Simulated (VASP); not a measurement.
# V (Im-3m) in VASP: relaxation of cell and atoms with PBEsol

Aim: the relaxation of cell and atoms of V with PBEsol.

Program: VASP 6.6.1. These are calculated values, not measurements. Logs are shortened: lines on timing, memory, paths and dates and some standing lists are left out, and cuts for length are marked.

**1. The cell of the first run**

It takes space group Im-3m (No. 229, cubic). The conventional cell has a = 2.965 Å, b = 2.965 Å, c = 2.965 Å, α = 90.00°, β = 90.00°, γ = 90.00°. Within 3.4 Å of V (site symmetry m-3m) lie 14 V at 2.57 to 2.97 Å.

**2. Relaxation of cell and atoms, PBEsol**

The input, INCAR:

```
SYSTEM = V
  PREC = Accurate
  ENCUT = 600
  EDIFF = 1E-7
  ISMEAR = 0
  SIGMA = 0.1
  LREAL = .FALSE.
  LASPH = .TRUE.
  NELM = 60
  ALGO = Fast
  ISIF = 3
  LWAVE = .FALSE.
  LCHARG = .FALSE.
  GGA = PS
  IBRION = 2
  NSW = 80
  EDIFFG = -0.01
```

The input, KPOINTS:

```
regular mesh
0
G
  20 20 20
  0 0 0
```

The input, POSCAR:

```
V
1.0
   -1.4826281472      1.4826281472      1.4826281472
    1.4826281472     -1.4826281472      1.4826281472
    1.4826281472      1.4826281472     -1.4826281472
V
1
Direct
    0.0000000000      0.0000000000      0.0000000000
```

Potentials or basis: VASP PAW PBE potentials, release 64 (V_sv).

Run with:

```bash
> cat potpaw_PBE.64/V_sv/POTCAR > POTCAR
> mpirun -np 1 vasp_std > vasp.out
```

OUTCAR:

```text
SYSTEM = V
   PREC = Accurate
   ENCUT = 600
   EDIFF = 1E-7
   ISMEAR = 0
   LREAL = .FALSE.
   LASPH = .TRUE.
   NELM = 60
   ISIF = 3
   GGA = PS
   IBRION = 2
   NSW = 80
   EDIFFG = -0.01

 ion  position               nearest neighbor table
   1  0.000  0.000  0.000-

  LATTYP: Found a body centered cubic cell.
 ALAT       =     2.9652562944

  Lattice vectors:

 A1 = (  -1.4826281472,   1.4826281472,   1.4826281472)
 A2 = (   1.4826281472,  -1.4826281472,   1.4826281472)
 A3 = (   1.4826281472,   1.4826281472,  -1.4826281472)

Analysis of symmetry for initial positions (statically):
=====================================================================
 Subroutine PRICEL returns:
 Original cell was already a primitive cell.

 Routine SETGRP: Setting up the symmetry group for a
 body centered cubic supercell.

 Subroutine GETGRP returns: Found 48 space group operations
 (whereof 48 operations were pure point group operations)
 out of a pool of 48 trial point group operations.

The static configuration has the point symmetry O_h .

Analysis of symmetry for dynamics (positions and initial velocities):
=====================================================================
 Subroutine PRICEL returns:
 Original cell was already a primitive cell.

 Routine SETGRP: Setting up the symmetry group for a
 body centered cubic supercell.

 Subroutine GETGRP returns: Found 48 space group operations
 (whereof 48 operations were pure point group operations)
 out of a pool of 48 trial point group operations.

The dynamic configuration has the point symmetry O_h .

 Subroutine INISYM returns: Found 48 space group operations
 (whereof 48 operations are pure point group operations),
 and found     1 'primitive' translations

----------------------------------------------------------------------------------------

                                     Primitive cell

  volume of cell :      13.0364

  direct lattice vectors                    reciprocal lattice vectors
    -1.482628147  1.482628147  1.482628147     0.000000000  0.337238977  0.337238977
     1.482628147 -1.482628147  1.482628147     0.337238977  0.000000000  0.337238977
     1.482628147  1.482628147 -1.482628147     0.337238977  0.337238977  0.000000000

  length of vectors
     2.567987280  2.567987280  2.567987280     0.476927935  0.476927935  0.476927935

  position of ions in fractional coordinates (direct lattice)
     0.000000000  0.000000000  0.000000000

  ion indices of the primitive-cell ions
   primitive index   ion index
                 1           1

[... 62 lines left out ...]
   PREC   = accura    normal or accurate (medium, high low for compatibility)
   ISTART =      0    job   : 0-new  1-cont  2-samecut
   ICHARG =      2    charge: 1-file 2-atom 10-const
   ISPIN  =      1    spin polarized calculation?
   LNONCOLLINEAR =      F non collinear calculations
   LSORBIT =      F    spin-orbit coupling
   LASPH  =      T    aspherical Exc in radial PAW
   ENCUT  =  600.0 eV  44.10 Ry    6.64 a.u.   5.13  5.13  5.13*2*pi/ulx,y,z
   NELM   =     60;   NELMIN=  2; NELMDL= -5     # of ELM steps
   EDIFF  = 0.1E-06   stopping-criterion for ELM
   LREAL  =      F    real-space projection
   EDIFFG = -.1E-01   stopping-criterion for IOM
   NSW    =     80    number of steps for IOM
   IBRION =      2    ionic relax: 0-MD 1-quasi-New 2-CG
   NFREE  =      1    steps in history (QN), initial steepest desc. (CG)
   ISIF   =      3    stress and relaxation
   ISYM   =      2    0-nonsym 1-usesym 2-fastsym
   POTIM  = 0.5000    time-step for ionic-motion
   TEBEG  =    0.0;   TEEND  =   0.0 temperature during run
   PSTRESS=    0.0 pullay stress
   NELECT =      13.0000    total number of electrons
   NUPDOWN=      -1.0000    fix difference up-down
   EMIN   =  10.00;   EMAX   =-10.00  energy-range for DOS
   EFERMI =   0.00;   METHOD = LEGACY
   ISMEAR =     0;   SIGMA  =   0.10  broadening in eV -4-tet -1-fermi 0-gaus
   EFERMI_NEDOS =   21; number of points for ismear=-14 and -15
   IALGO  =     68    algorithm
   IMIX   =      4    mixing-type and parameters
     AMIX     =   0.40;   BMIX     =  1.00
     AMIX_MAG =   1.60;   BMIX_MAG =  1.00
  volume/ion in A,a.u.               =      13.04        87.97
  Fermi-wavevector in a.u.,A,eV,Ry     =   1.635575  3.090788 36.397007  2.675105
  Thomas-Fermi vector in A             =   2.727025
   LORBIT       =      0    0 simple, 1 ext, 2 COOP (PROOUT), +10 PAW based schemes
   GGA     = PS    functional components
   LHFCALC =     F    Hartree Fock is set to
   AEXX    =    0.0000 exact exchange contribution
   IVDW    =     0    specifies the selected vdW correction
   LEPSILON=     F    determine dielectric tensor
   LRPA    =     F    only Hartree local field effects (RPA)
 conjugate gradient relaxation of ions
 non-spin polarized calculation
 RMM-DIIS sequential band-by-band and
 Gauss-broadening in eV      SIGMA  =   0.10
  energy-cutoff  :      600.00
  volume of cell :       13.04
 maximum number of plane-waves:       466
 NGX is ok and might be reduce to    24
   NGX = 11   NGY = 11   NGZ = 11

--------------------------------------- Ionic step        1  -------------------------------------------

 number of electron      12.9999997 magnetization

 Free energy of the ion-electron system (eV)
  ---------------------------------------------------
  ext. energy  EPLUGINS =         0.00000000
  ---------------------------------------------------
  free energy    TOTEN  =        -9.63897550 eV

  energy without entropy =       -9.63049564  energy(sigma->0) =       -9.63473557

 E-fermi :   9.9677     XC(G=0): -13.2391

 val. band max:        9.9624572904   @ k =   0.3000   0.0000   0.0000
 cond. band min:       9.9760761825   @ k =  -0.4500   0.5000   0.1000
 fundamental gap:      0.0136188921
 Fermi energy:         9.9677192793

 k-point     1 :       0.0000    0.0000    0.0000
  band No.  band energies     occupation
      1     -53.4688      2.00000
      2     -26.8134      2.00000
      3     -26.8134      2.00000
      4     -26.8134      2.00000
      5       3.3064      2.00000
      6      10.3889      0.00000
      7      10.3889      0.00000
      8      10.3889      0.00000
      9      12.4777      0.00000
     10      12.4777      0.00000
[... 368 lines left out ...]
--------------------------------------- Ionic step        3  -------------------------------------------

 number of electron      12.9999997 magnetization

 Free energy of the ion-electron system (eV)
  ---------------------------------------------------
  ext. energy  EPLUGINS =         0.00000000
  ---------------------------------------------------
  free energy    TOTEN  =        -9.63922926 eV

  energy without entropy =       -9.63079096  energy(sigma->0) =       -9.63501011

 E-fermi :  10.0407     XC(G=0): -13.2708

 val. band max:       10.0379408244   @ k =   0.3000   0.0000   0.0000
 cond. band min:      10.0526929268   @ k =  -0.3500   0.4500   0.1500
 fundamental gap:      0.0147521023
 Fermi energy:        10.0407223312

 k-point     1 :       0.0000    0.0000    0.0000
  band No.  band energies     occupation
      1     -53.3895      2.00000
      2     -26.7237      2.00000
      3     -26.7237      2.00000
      4     -26.7237      2.00000
      5       3.3680      2.00000
      6      10.4628      0.00000
      7      10.4628      0.00000
      8      10.4628      0.00000
      9      12.5667      0.00000
     10      12.5667      0.00000
[... 327 lines left out ...]
  FREE ENERGIE OF THE ION-ELECTRON SYSTEM (eV)
  ---------------------------------------------------
  free  energy   TOTEN  =        -9.6392292617 eV

  energy  without entropy=       -9.6307909633  energy(sigma->0) =       -9.63501011

 reached required accuracy - stopping structural energy minimisation
```

OSZICAR:

```text
N       E                     dE             d eps       ncg     rms          rms(c)
DAV:   1     0.929427656528E+02    0.92943E+02   -0.78207E+03  5128   0.156E+03
DAV:   2    -0.952104606455E+01   -0.10246E+03   -0.10038E+03  5248   0.388E+02
[... 26 lines left out ...]
RMM:   3    -0.963926510809E+01   -0.62187E-04   -0.22986E-03  5121   0.485E-01    0.120E-01
RMM:   4    -0.963922619231E+01    0.38916E-04   -0.23976E-04  5322   0.227E-01    0.279E-02
RMM:   5    -0.963922848677E+01   -0.22945E-05   -0.34049E-05  5246   0.101E-01    0.790E-03
RMM:   6    -0.963922949696E+01   -0.10102E-05   -0.83122E-06  5252   0.445E-02    0.741E-03
RMM:   7    -0.963922925082E+01    0.24614E-06   -0.21024E-06  5119   0.260E-02    0.459E-04
RMM:   8    -0.963922926165E+01   -0.10833E-07   -0.27156E-07  3467   0.960E-03
   3 F= -.96392293E+01 E0= -.96350101E+01  d E =-.253766E-03
```

CONTCAR:

```text
V
   1.00000000000000
    -1.4798159981407888    1.4798159981407888    1.4798159981407888
     1.4798159981407888   -1.4798159981407888    1.4798159981407888
     1.4798159981407888    1.4798159981407888   -1.4798159981407888
  V
     1
Direct
     0.0000000000000000    0.0000000000000000    0.0000000000000000

  0.00000000E+00  0.00000000E+00  0.00000000E+00
```

Wall time 88 s (1 thread of Intel Xeon 8259CL, shared host); peak memory 0.18 GiB.

Results:

```yaml
Free_energy: -9.6392 eV
Relaxed_volume: 12.96 Å³/atom
Relaxed_cell: a = 2.563 Å, b = 2.563 Å, c = 2.563 Å, α = 109.47°, β = 109.47°, γ = 109.47°
Space_group_after_relaxing_to_0.1_Å: Im-3m (No. 229)
Energy_gained_by_relaxing: 0.3 meV/atom
Ionic_steps: 3
Pressure_after_relaxing: 0.0 GPa
Band_gap_on_the_k_mesh: zero (an odd number of electrons rules out a gap without spin polarisation)
```

The path:
```csv
step,energy change (eV),largest force (eV/Å),pressure (GPa),volume (Å³)
1,0.0000,0.0000,-1.07,13.04
2,0.0001,0.0000,1.41,12.87
3,-0.0003,0.0000,0.00,12.96
```

Final structure:
```
CELL_PARAMETERS angstrom
-1.47982 1.47982 1.47982
1.47982 -1.47982 1.47982
1.47982 1.47982 -1.47982
ATOMIC_POSITIONS crystal
V 0.00000 0.00000 0.00000
```

Caveat: the PAW data sets were made with another functional, which shifts forces and pressure a little.
